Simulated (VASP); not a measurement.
A run of VASP 6.6.1 is set up as follows.

INCAR

```
PREC = Accurate
ENCUT = 520
EDIFF = 1E-7
ISMEAR = -1
SIGMA = 0.05
LREAL = Auto
LASPH = T
NELM = 60
ALGO = Normal
ISIF = 2
LWAVE = F
LCHARG = F
GGA = PE
IVDW = 12
NBANDS = 132
```

KPOINTS

```
regular mesh
0
Gamma
  2 2 1
```

File POSCAR:

```
In12P12H3N
1.0
    8.2995950000      0.0000000000      0.0000000000
    4.1497980000      7.1876600000      0.0000000000
    0.0000000000      0.0000000000     19.6236650000
In P N H
12 12 1 3
Direct
    0.0000000000      0.0000000000      0.0509588805
    0.0000022074      0.4999958262      0.0509588805
    0.5000003012      0.0000000000      0.0509588805
    0.5000025086      0.4999958262      0.0509588805
    0.6693378575      0.6241669751      0.2350223569
    0.6871372872      0.1428837758      0.2376467393
    0.1315848630      0.6759362574      0.2296920580
    0.2008928677      0.1419516226      0.2362453701
    0.2613889334      0.2582481642      0.4425116307
    0.2427208770      0.7813669539      0.3974028297
    0.8168021445      0.2742478080      0.4099387143
    0.7629273452      0.8004273992      0.3987175688
    0.1666698217      0.1666606378      0.0941261482
    0.1666650727      0.6666703767      0.0941261482
    0.6666701229      0.1666606378      0.0941261482
    0.6666653739      0.6666703767      0.0941261482
    0.8101554350      0.8013734651      0.2705610802
    0.8500003274      0.3090852934      0.2795808021
    0.3202977978      0.8078846245      0.2743218456
    0.3329779404      0.3702874093      0.2793820624
    0.4544424260      0.3896121965      0.3822476586
    0.4373052838      0.8857402827      0.4622429093
   -0.0683628962      0.4607897424      0.4744475611
   -0.0589592997      0.9379825980      0.4720066308
    0.3151411161      0.3715256426      0.5401947088
    0.2588629755      0.3631362641      0.5862003861
    0.4524443631      0.2526135070      0.5600330010
    0.3387880049      0.4936377068      0.5394354215
```

Potentials or basis: VASP PAW PBE potentials, release 64 (In_d, P, N, H).

The run is started by

```console
$ cat potpaw_PBE.64/In_d/POTCAR potpaw_PBE.64/P/POTCAR potpaw_PBE.64/N/POTCAR potpaw_PBE.64/H/POTCAR > POTCAR
$ mpirun -np 1 vasp_std > vasp.out
```

(1) Predict the largest force.

(2) What does it give for the band gap on the k mesh?

Results:

(1) 5.164 eV/Å.

(2) zero (bands 112 and 113 overlap by 0.10 eV).

Caveat: the k points lie up to 0.44 Å⁻¹ apart; the atoms stand as in a frame of molecular dynamics; there is no dipole correction, which matters where the two faces differ; spin-orbit coupling is left out, which moves the levels of the heavy elements.
